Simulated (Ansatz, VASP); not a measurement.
## Two plane-wave programs on ZnAu

```
Zn Au
1.0
     3.08629    0.00000    0.00000
     0.00000    3.08629    0.00000
     0.00000    0.00000    3.08629
Zn Au
1 1
Cartesian
  1.5431 1.5431 1.5431
  0.0000 0.0000 0.0000
```

Change from the starting cell: volume scaled by 0.9405, PAW files.

Alike in both runs: task electric field gradients; functional PBEsol; k mesh 13 × 13 × 13; occupations fermi-dirac, width 0.05 eV; no spin polarisation.

|  | VASP | Ansatz |
| --- | --- | --- |
| version | VASP 6.6.1 | Ansatz 0.2.0 |
| potentials or method | VASP PAW PBE potentials, release 64 (Zn, Au) | PAW with Ansatz's default frozen-core files, scalar-relativistic |
| plane-wave cutoff (eV) | 520 | 420 |
| valence electrons in the cell | 23 | 31 |

Ansatz gave:

```
pressure (GPa) : 6.5
```

Task: What did VASP give for the same quantities?

Result: Pressure (GPa): 6.7.

VASP's potentials were made for PBE, not for PBEsol. VASP's potentials hold 23 valence electrons a cell and Ansatz's 31, so a difference there can come from the potentials and not from the codes.

Neither program's run includes spin-orbit coupling.
